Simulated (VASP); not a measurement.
# Si (Cmme) in VASP: notebook

Si is run at these levels: PBE; tasks: single point, relaxation of cell and atoms.

All numbers are computed with VASP 6.6.1; they aren't measurements. Logs are shortened: lines on timing, memory, paths and dates and some standing lists are left out, and cuts for length are marked.

## (1) The cell of the first run

Symmetry: Cmme, No. 67, orthorhombic system. Conventional cell: a = 6.968 Å, b = 8.203 Å, c = 4.407 Å, α = 90.00°, β = 90.00°, γ = 90.00°. Within 3.3 Å of Si (site symmetry m) lie 5 Si at 2.37 to 3.21 Å. Within 3.1 Å of Si (site symmetry 222) lie 4 Si at 2.37 Å.

The cell was generated, and may not be a known phase.

## (2) Single point, PBE

The input, INCAR:

```
PREC     = Accurate       # precision mode
ENCUT    = 520            # plane-wave cutoff, eV
EDIFF    = 1E-6           # SCF threshold, eV
ISMEAR   = 0              # smearing method
SIGMA    = 0.1            # smearing width, eV
LREAL    = F              # projectors in reciprocal space
LASPH    = T              # aspherical terms in the spheres
NELM     = 60             # most SCF steps
ALGO     = Normal         # electronic algorithm
ISIF     = 2              # what is computed and relaxed
LWAVE    = F              # write WAVECAR
LCHARG   = F              # write CHGCAR
GGA      = PE             # functional
NBANDS   = 21             # bands
```

The input, KPOINTS:

```
Automatic mesh
0
Gamma
  4 4 4
```

The input, POSCAR:

```
Si
1.0
    3.4838235419     -4.1016645466      0.0000000000
    3.4838235419      4.1016645466      0.0000000000
    0.0000000000      0.0000000000      4.4068472686
Si
6
Direct
    0.6052519594      0.3947480406      0.3069328056
    0.8947480406      0.1052519594      0.3069328056
    0.3947480406      0.6052519594      0.6930671944
    0.1052519594      0.8947480406      0.6930671944
    0.7500000000      0.7500000000      0.0000000000
    0.2500000000      0.2500000000      0.0000000000
```

Potentials or basis: VASP PAW PBE potentials, release 64 (Si).

On the command line:

```console
cat potpaw_PBE.64/Si/POTCAR > POTCAR
mpirun -np 1 vasp_std > vasp.out
```

OUTCAR:

```text
PREC = Accurate
   ENCUT = 520
   EDIFF = 1E-6
   ISMEAR = 0
   LREAL = F
   LASPH = T
   NELM = 60
   ISIF = 2
   GGA = PE

 ion  position               nearest neighbor table
   1  0.605  0.395  0.307-   5 2.37   6 2.37   2 2.37   3 2.42
   2  0.895  0.105  0.307-   5 2.37   6 2.37   1 2.37   4 2.42
   3  0.395  0.605  0.693-   5 2.37   6 2.37   4 2.37   1 2.42
   4  0.105  0.895  0.693-   5 2.37   6 2.37   3 2.37   2 2.42
   5  0.750  0.750  0.000-   1 2.37   2 2.37   3 2.37   4 2.37
   6  0.250  0.250  0.000-   1 2.37   2 2.37   3 2.37   4 2.37

  LATTYP: Found a base centered orthorhombic cell.
 ALAT       =     6.9676470838
 B/A-ratio  =     1.1773456656
 C/A-ratio  =     0.6324728012

  Lattice vectors:

 A1 = (   3.4838235419,  -4.1016645466,   0.0000000000)
 A2 = (   3.4838235419,   4.1016645466,   0.0000000000)
 A3 = (   0.0000000000,   0.0000000000,   4.4068472686)

Analysis of symmetry for initial positions (statically):
=====================================================================
 Subroutine PRICEL returns:
 Original cell was already a primitive cell.

 Routine SETGRP: Setting up the symmetry group for a
 base centered orthorhombic supercell.

 Subroutine GETGRP returns: Found  8 space group operations
 (whereof  4 operations were pure point group operations)
 out of a pool of  8 trial point group operations.

The static configuration has the point symmetry C_2h.
 The point group associated with its full space group is D_2h.

Analysis of symmetry for dynamics (positions and initial velocities):
=====================================================================
 Subroutine PRICEL returns:
 Original cell was already a primitive cell.

 Routine SETGRP: Setting up the symmetry group for a
 base centered orthorhombic supercell.

 Subroutine GETGRP returns: Found  8 space group operations
 (whereof  4 operations were pure point group operations)
 out of a pool of  8 trial point group operations.

The dynamic configuration has the point symmetry C_2h.
 The point group associated with its full space group is D_2h.

 Subroutine INISYM returns: Found  8 space group operations
 (whereof  4 operations are pure point group operations),
 and found     1 'primitive' translations

----------------------------------------------------------------------------------------

                                     Primitive cell

[... 95 lines left out ...]
   LREAL  =      F    real-space projection
   EDIFFG = 0.1E-04   stopping-criterion for IOM
   NSW    =      0    number of steps for IOM
   IBRION =     -1    ionic relax: 0-MD 1-quasi-New 2-CG
   NFREE  =      0    steps in history (QN), initial steepest desc. (CG)
   ISIF   =      2    stress and relaxation
   ISYM   =      2    0-nonsym 1-usesym 2-fastsym
   POTIM  = 0.5000    time-step for ionic-motion
   TEBEG  =    0.0;   TEEND  =   0.0 temperature during run
   PSTRESS=    0.0 pullay stress
   NELECT =      24.0000    total number of electrons
   NUPDOWN=      -1.0000    fix difference up-down
   EMIN   =  10.00;   EMAX   =-10.00  energy-range for DOS
   EFERMI =   0.00;   METHOD = LEGACY
   ISMEAR =     0;   SIGMA  =   0.10  broadening in eV -4-tet -1-fermi 0-gaus
   EFERMI_NEDOS =   21; number of points for ismear=-14 and -15
   IALGO  =     38    algorithm
   IMIX   =      4    mixing-type and parameters
     AMIX     =   0.40;   BMIX     =  1.00
     AMIX_MAG =   1.60;   BMIX_MAG =  1.00
  volume/ion in A,a.u.               =      20.99       141.65
  Fermi-wavevector in a.u.,A,eV,Ry     =   0.942079  1.780270 12.075336  0.887512
  Thomas-Fermi vector in A             =   2.069653
   LORBIT       =      0    0 simple, 1 ext, 2 COOP (PROOUT), +10 PAW based schemes
   GGA     = PE    functional components
   LHFCALC =     F    Hartree Fock is set to
   AEXX    =    0.0000 exact exchange contribution
   IVDW    =     0    specifies the selected vdW correction
   LEPSILON=     F    determine dielectric tensor
   LRPA    =     F    only Hartree local field effects (RPA)
 non-spin polarized calculation
 Gauss-broadening in eV      SIGMA  =   0.10
  energy-cutoff  :      520.00
  volume of cell :      125.94
 maximum number of plane-waves:      3408
   NGX = 19   NGY = 19   NGZ = 17

 number of electron      23.9999999 magnetization

 Free energy of the ion-electron system (eV)
  ---------------------------------------------------
  ext. energy  EPLUGINS =         0.00000000
  ---------------------------------------------------
  free energy    TOTEN  =       -30.86054941 eV

  energy without entropy =      -30.85992641  energy(sigma->0) =      -30.86023791

 E-fermi :   5.4093     XC(G=0):  -9.2188

 val. band max:        5.3017132966   @ k =   0.5000   0.5000   0.0000
 cond. band min:       5.5132477825   @ k =   0.0000   0.0000   0.5000
 fundamental gap:      0.2115344859
 Fermi energy:         5.4092653444

 k-point     1 :       0.0000    0.0000    0.0000
  band No.  band energies     occupation
      1      -6.5960      2.00000
      2      -3.2977      2.00000
      3      -2.2426      2.00000
      4      -2.2190      2.00000
      5       0.2437      2.00000
      6       1.4636      2.00000
[... 493 lines left out ...]
     20      10.2004      0.00000
     21      10.2586      0.00000

------------------------ aborting loop because EDIFF is reached ----------------------------------------

  FORCE on cell =-STRESS in cart. coord.  units (eV):
  Direction    XX          YY          ZZ          XY          YZ          ZX
  --------------------------------------------------------------------------------------
  -------------------------------------------------------------------------------------
  Total        0.0208533     -0.0897697      0.0110731      0.0000000     -0.0000000      0.0000000
  in kB        0.2652838     -1.1419994      0.1408661      0.0000000     -0.0000000      0.0000000
  external PRESSURE =      -0.2452832 kB  Pullay stress =       0.0000000 kB

 VOLUME and BASIS-vectors are now :
 -----------------------------------------------------------------------------
  energy-cutoff  :      520.00
  volume of cell :      125.94
      direct lattice vectors                 reciprocal lattice vectors
     3.483823542 -4.101664547  0.000000000     0.143520472 -0.121901729  0.000000000
     3.483823542  4.101664547  0.000000000     0.143520472  0.121901729  0.000000000
     0.000000000  0.000000000  4.406847269     0.000000000  0.000000000  0.226919596

 POSITION                                       TOTAL-FORCE (eV/Angst)
 -----------------------------------------------------------------------------------
      3.48382     -0.86342      1.35261         0.000000      0.013406      0.003811
      3.48382     -3.23825      1.35261         0.000000     -0.013406      0.003811
      3.48382      0.86342      3.05424         0.000000     -0.013406     -0.003811
      3.48382      3.23825      3.05424         0.000000      0.013406     -0.003811
      5.22574      0.00000      0.00000         0.000000     -0.000000      0.000000
      1.74191      0.00000      0.00000         0.000000     -0.000000     -0.000000
 -----------------------------------------------------------------------------------
    total drift:                               -0.000000      0.000000      0.000000

  FREE ENERGIE OF THE ION-ELECTRON SYSTEM (eV)
  ---------------------------------------------------
  free  energy   TOTEN  =       -30.8605494083 eV

  energy  without entropy=      -30.8599264087  energy(sigma->0) =      -30.86023791
```

OSZICAR:

```text
N       E                     dE             d eps       ncg     rms          rms(c)
DAV:   1     0.430141343425E+02    0.43014E+02   -0.90878E+03   882   0.930E+02
DAV:   2    -0.280955393044E+02   -0.71110E+02   -0.68276E+02  1109   0.134E+02
DAV:   3    -0.314995380120E+02   -0.34040E+01   -0.33766E+01  1188   0.266E+01
DAV:   4    -0.315400976577E+02   -0.40560E-01   -0.40542E-01  1102   0.364E+00
DAV:   5    -0.315408774558E+02   -0.77980E-03   -0.77976E-03  1155   0.505E-01    0.805E+00
DAV:   6    -0.310272006029E+02    0.51368E+00   -0.45841E-01  1045   0.277E+00    0.478E+00
DAV:   7    -0.308588654746E+02    0.16834E+00   -0.56794E-01  1063   0.303E+00    0.651E-01
DAV:   8    -0.308596764447E+02   -0.81097E-03   -0.72920E-02  1002   0.132E+00    0.328E-01
DAV:   9    -0.308602690737E+02   -0.59263E-03   -0.36881E-03  1091   0.317E-01    0.152E-01
DAV:  10    -0.308604674033E+02   -0.19833E-03   -0.70322E-04  1045   0.119E-01    0.590E-02
DAV:  11    -0.308605507975E+02   -0.83394E-04   -0.16375E-04  1110   0.633E-02    0.176E-02
DAV:  12    -0.308605485438E+02    0.22538E-05   -0.46707E-05  1037   0.316E-02    0.104E-02
DAV:  13    -0.308605494083E+02   -0.86454E-06   -0.63820E-06  1048   0.124E-02
   1 F= -.30860549E+02 E0= -.30860238E+02  d E =-.623000E-03
```

Wall time 41 s (1 thread of Intel Xeon Platinum 8259CL at 2.50GHz (Skylake/Cascade Lake), shared host); peak memory 0.22 GiB.

Results:

* Free energy: -30.8605 eV
* Pressure: 0.0 GPa
* Largest force: 0.014 eV/Å
* Band gap on the k mesh: zero (bands 12 and 13 overlap by 0.75 eV)

Forces in eV/Å, atoms in the order of the input:
```
Si   0.000  0.013  0.004
Si   0.000 -0.013  0.004
Si   0.000 -0.013 -0.004
Si   0.000  0.013 -0.004
Si   0.000  0.000  0.000
Si   0.000  0.000  0.000
```

Levels at points of the mesh, in eV from the Fermi level:
| k point | band 10 | band 11 | band 12 | band 13 | band 14 | band 15 |
| --- | --- | --- | --- | --- | --- | --- |
| (0.00, 0.00, 0.00) | -2.12 | -1.85 | -1.34 | 0.70 | 1.60 | 1.79 |
| (0.50, 0.00, 0.00) | -2.64 | -0.93 | -0.93 | 2.06 | 2.06 | 2.44 |
| (0.50, 0.50, 0.00) | -1.11 | -1.05 | -0.39 | -0.11 | 0.76 | 0.97 |
| (0.00, 0.00, 0.50) | -1.79 | -1.53 | -0.47 | 0.10 | 1.35 | 1.46 |
| (0.50, 0.00, 0.50) | -2.51 | -1.85 | -1.85 | 2.05 | 2.05 | 3.11 |
| (0.50, 0.50, 0.50) | -0.44 | -0.19 | 0.64 | 1.47 | 2.05 | 3.21 |

Caveat: semilocal functionals underestimate gaps, and a narrow one can read as zero.

## (3) Relaxation of cell and atoms, PBE

This run uses another cell than the first one, of 17.10 Å³/atom.

The input, INCAR:

```
SYSTEM = Si
PREC = Accurate
ENCUT = 600
EDIFF = 1E-6
ISMEAR = 0
SIGMA = 0.1
LREAL = .False.
LASPH = .True.
NELM = 80
ALGO = Normal
ISIF = 3
LWAVE = .False.
LCHARG = .False.
GGA = PE
IBRION = 2
NSW = 90
EDIFFG = -0.04
```

The input, KPOINTS:

```
Automatic mesh
0
Gamma
  4 4 4
  0 0 0
```

The input, POSCAR:

```
Si
1.0
    3.0822866800     -3.7822164700      0.0000000000
    3.0822866800      3.7822164700      0.0000000000
    0.0000000000      0.0000000000      4.4012236600
Si
6
Direct
    0.6039974100      0.3960025900      0.3101849400
    0.8960025900      0.1039974100      0.3101849400
    0.3960025900      0.6039974100      0.6898150600
    0.1039974100      0.8960025900      0.6898150600
    0.7500000000      0.7500000000      0.0000000000
    0.2500000000      0.2500000000      0.0000000000
```

Potentials or basis: VASP PAW PBE potentials, release 64 (Si).

On the command line:

```console
cat potpaw_PBE.64/Si/POTCAR > POTCAR
mpirun -np 1 vasp_std > vasp.out
```

It took 3.3 min on 1 thread of Intel Xeon Platinum 8259CL at 2.50GHz (Skylake/Cascade Lake), shared host; peak memory 0.23 GiB.

The run converged. Its results:

| Property | Result |
| --- | --- |
| Free energy | -30.8593 eV |
| Relaxed volume | 20.97 Å³/atom |
| Relaxed cell | a = 5.374 Å, b = 5.374 Å, c = 4.414 Å, α = 90.00°, β = 90.00°, γ = 99.21° |
| Space group after relaxing (to 0.1 Å) | Cmme (No. 67) |
| Energy gained by relaxing | 320.6 meV/atom |
| Ionic steps | 9 |
| Pressure after relaxing | 0.1 GPa |
| Largest force after relaxing | 0.018 eV/Å |
| Band gap on the k mesh | zero (bands 12 and 13 overlap by 0.77 eV) |

Forces in eV/Å, atoms in the order of the input:
```
Si   0.000 -0.012  0.014
Si   0.000  0.012  0.014
Si   0.000  0.012 -0.014
Si   0.000 -0.012 -0.014
Si   0.000  0.000  0.000
Si   0.000  0.000  0.000
```

Stress tensor (GPa, compression positive):
```
0.16 0.00 0.00
0.00 0.11 0.00
0.00 0.00 0.06
```

The path:
```
step  energy change (eV)  largest force (eV/Å)  pressure (GPa)  volume (Å³)
   1              0.0000                1.4428           26.40       102.62
   2             -0.7069                1.3788           -9.86       150.29
   3             -1.7205                0.6359           -0.17       125.76
   4             -1.7210                0.6112            0.16       125.27
   5             -1.8512                0.3988           -0.36       126.61
   6             -1.8752                0.4992           -0.61       127.34
   7             -1.9228                0.0813           -0.23       126.38
   8             -1.9231                0.0441           -0.19       126.29
   9             -1.9236                0.0181            0.11       125.84
```

Final structure:
```
CELL_PARAMETERS angstrom
3.48290 -4.09278 0.00000
3.48290 4.09278 0.00000
0.00000 0.00000 4.41400
ATOMIC_POSITIONS crystal
Si 0.60499 0.39501 0.30662
Si 0.89501 0.10499 0.30662
Si 0.39501 0.60499 0.69338
Si 0.10499 0.89501 0.69338
Si 0.75000 0.75000 0.00000
Si 0.25000 0.25000 0.00000
```

Levels at points of the mesh, in eV from the Fermi level:
| k point | band 10 | band 11 | band 12 | band 13 | band 14 | band 15 |
| --- | --- | --- | --- | --- | --- | --- |
| (0.00, 0.00, 0.00) | -2.15 | -1.86 | -1.36 | 0.68 | 1.59 | 1.77 |
| (0.50, 0.00, 0.00) | -2.66 | -0.92 | -0.92 | 2.06 | 2.06 | 2.43 |
| (0.50, 0.50, 0.00) | -1.12 | -1.06 | -0.37 | -0.14 | 0.74 | 0.98 |
| (0.00, 0.00, 0.50) | -1.80 | -1.52 | -0.47 | 0.13 | 1.36 | 1.46 |
| (0.50, 0.00, 0.50) | -2.51 | -1.86 | -1.86 | 2.06 | 2.06 | 3.12 |
| (0.50, 0.50, 0.50) | -0.45 | -0.18 | 0.63 | 1.50 | 2.07 | 3.21 |

Caveat: the volume moved by over 15 % at a fixed basis, so the end points are rough; semilocal functionals underestimate gaps, and a narrow one can read as zero.

The gap in the log of VASP goes by the Fermi energy; the results here count the filled bands.